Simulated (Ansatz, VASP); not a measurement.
# SiW3: VASP beside Ansatz

```
Si W
1.0
    -2.70606    2.70606    2.57720
     2.70606   -2.70606    2.57720
     2.70606    2.70606   -2.57720
Si W
1 3
Direct
  0.00000 0.00000 0.00000
  0.50000 0.50000 0.00000
  0.50000 0.00000 0.50000
  0.00000 0.50000 0.50000
```

Change from the starting cell: strain +0.050 along x and y, +0.000 along z, atoms carried along.

Alike in both runs: task single point; functional PBEsol; k mesh 14 × 14 × 14; occupations gaussian, width 0.15 eV; no spin polarisation.

|  | VASP | Ansatz |
| --- | --- | --- |
| version | VASP 6.6.1 | Ansatz 0.2.0 |
| potentials or method | VASP PAW PBE potentials, release 64 (Si, W_sv), cutoff 520 eV | scalar-relativistic, plane waves, PAW |
| valence electrons in the cell | 46 | 46 |

Ansatz gave:

```
gap on the k mesh at the Fermi level (eV)                     : none
pressure (GPa)                                                : -15.5
traceless stress, the component that is largest in VASP (GPa) : 7.36
```

**Question.** Estimate VASP's values.

**Answer.** gap on the k mesh at the Fermi level (eV): none; pressure (GPa): -15.2; traceless stress, the component that is largest in VASP (GPa): 7.53.

VASP's potentials were made for PBE, not for PBEsol. A gap of «none» marks a metal or a gap that the smearing closes.

Spin-orbit coupling is off throughout.
